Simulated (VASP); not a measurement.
GaSeS2: relaxation of cell and atoms with PBE

GaSeS2:

```
Ga Se S
1.0
     4.18227    0.00000    0.00000
     0.00000    4.18227    0.00000
     0.00000    0.00000    5.90270
Ga Se S
1 1 2
Direct
  0.00000 0.00000 0.00000
  0.50000 0.50000 0.50000
  0.00000 0.50000 0.25039
  0.50000 0.00000 0.74961
```

* Program: VASP 6.6.1
* Task: relaxation of cell and atoms
* Functional: PBE
* Potentials or basis: VASP PAW PBE potentials, release 64 (Ga_d, Se, S)
* Cutoff: 600 eV
* k mesh: 4 × 4 × 4
* Occupations: gaussian, width 0.1 eV
* Spin: no spin polarisation
* Dipole correction: no
* Further INCAR settings: ALGO = Normal; EDIFF = 1e-06; IBRION = 2; EDIFFG = -0.04; NSW = 90; ISIF = 3

- Relaxed volume: 22.65 Å³/atom
- Relaxed cell: a = 3.520 Å, b = 3.520 Å, c = 7.312 Å, α = 90.00°, β = 90.00°, γ = 90.00°
- Space group after relaxing (to 0.05 Å): P-4m2 (No. 115)
- Energy gained by relaxing: 334.6 meV/atom
- Ionic steps: 30
- Pressure after relaxing: 0.0 GPa
- Largest force after relaxing: 0.029 eV/Å

Forces on the atoms (eV/Å):
```
Ga   0.000  0.000  0.000
Se   0.000  0.000  0.000
S    0.000  0.000  0.029
S    0.000  0.000 -0.029
```

Stress tensor (GPa, compression positive):
```
-0.12  0.00  0.00
 0.00 -0.12  0.00
 0.00  0.00  0.26
```

The path:
| step | energy change (eV) | largest force (eV/Å) | pressure (GPa) | volume (Å³) |
| --- | --- | --- | --- | --- |
| 1 | 0.0000 | 0.5023 | 1.69 | 103.25 |
| 2 | -0.0412 | 0.3441 | -0.12 | 107.37 |
| 3 | -0.0432 | 0.2974 | -0.67 | 108.72 |
| 4 | -0.0597 | 0.3084 | -0.63 | 108.06 |
| 5 | -0.0986 | 0.2715 | -0.44 | 106.06 |
| 6 | -0.0879 | 0.0577 | 0.54 | 102.09 |
| 7 | -0.1103 | 0.1828 | -0.14 | 104.49 |
| 8 | -0.1262 | 0.1910 | -0.05 | 103.90 |
| 9 | -0.1768 | 0.0943 | 0.35 | 102.12 |
| 10 | -0.2230 | 0.3656 | 1.82 | 98.58 |
| 11 | -0.2306 | 0.4090 | 1.86 | 98.45 |
| 12 | -0.2486 | 0.5724 | 2.05 | 98.05 |
| 13 | -0.2473 | 1.0499 | 2.76 | 97.22 |
| 14 | -0.2552 | 0.7753 | 2.34 | 97.67 |
| 15 | -0.2805 | 0.7941 | 2.10 | 98.00 |
| 16 | -0.3528 | 0.8548 | 1.54 | 98.95 |
| 17 | -0.4781 | 0.9609 | 0.51 | 100.81 |
| 18 | -0.6571 | 1.0811 | -1.32 | 104.30 |
| 19 | -0.7484 | 0.9833 | -3.94 | 110.39 |
| 20 | -0.7560 | 1.0653 | -3.25 | 108.50 |
| 21 | -0.9000 | 1.0170 | -3.11 | 106.13 |
| 22 | -1.0330 | 0.8950 | -2.80 | 102.59 |
| 23 | -0.9344 | 0.3738 | -1.53 | 94.90 |
| 24 | -1.0635 | 0.7784 | -2.60 | 100.51 |
| 25 | -1.1754 | 0.8883 | -1.08 | 96.28 |
| 26 | -1.2471 | 1.0047 | 2.37 | 89.63 |
| 27 | -1.3126 | 0.4856 | 1.68 | 89.28 |
| 28 | -1.3283 | 0.0467 | 1.25 | 88.97 |
| 29 | -1.3285 | 0.0849 | 1.28 | 89.00 |
| 30 | -1.3383 | 0.0294 | 0.01 | 90.60 |

Final structure:
```xyz
4
Lattice="3.5201 0.0000 0.0000 0.0000 3.5201 0.0000 0.0000 0.0000 7.3116" Properties=species:S:1:pos:R:3 pbc="T T T"
Ga    0.0000    0.0000    0.0000
Se    1.7601    1.7601    3.6558
S     0.0000    1.7601    1.4779
S     1.7601    0.0000    5.8337
```

Levels at points of the mesh, in eV from the Fermi level:
| k point | band 13 | band 14 | band 15 | band 16 | band 17 | band 18 | band 19 |
| --- | --- | --- | --- | --- | --- | --- | --- |
| (0.00, 0.00, 0.00) | -1.30 | -1.30 | 0.40 | 0.40 | 1.14 | 2.42 | 2.95 |
| (0.50, 0.00, 0.00) | -1.98 | -1.36 | -0.70 | -0.28 | 0.97 | 2.35 | 5.08 |
| (0.50, 0.50, 0.00) | -4.30 | -3.09 | -1.30 | -1.30 | 1.13 | 1.90 | 4.18 |
| (0.00, 0.00, 0.50) | -1.77 | -1.69 | -0.57 | 0.87 | 0.87 | 2.93 | 3.01 |
| (0.50, 0.00, 0.50) | -2.02 | -1.98 | -1.35 | 0.94 | 1.22 | 3.25 | 5.71 |
| (0.50, 0.50, 0.50) | -4.42 | -2.27 | -0.87 | -0.87 | 0.17 | 2.53 | 3.07 |

It took 12 min on 1 thread of Intel(R) Xeon(R) Platinum 8259CL CPU @ 2.50GHz (Skylake/Cascade Lake), with other jobs on the host, peak memory 0.28 GiB.

Caveat: the k points lie up to 0.45 Å⁻¹ apart in the final cell.
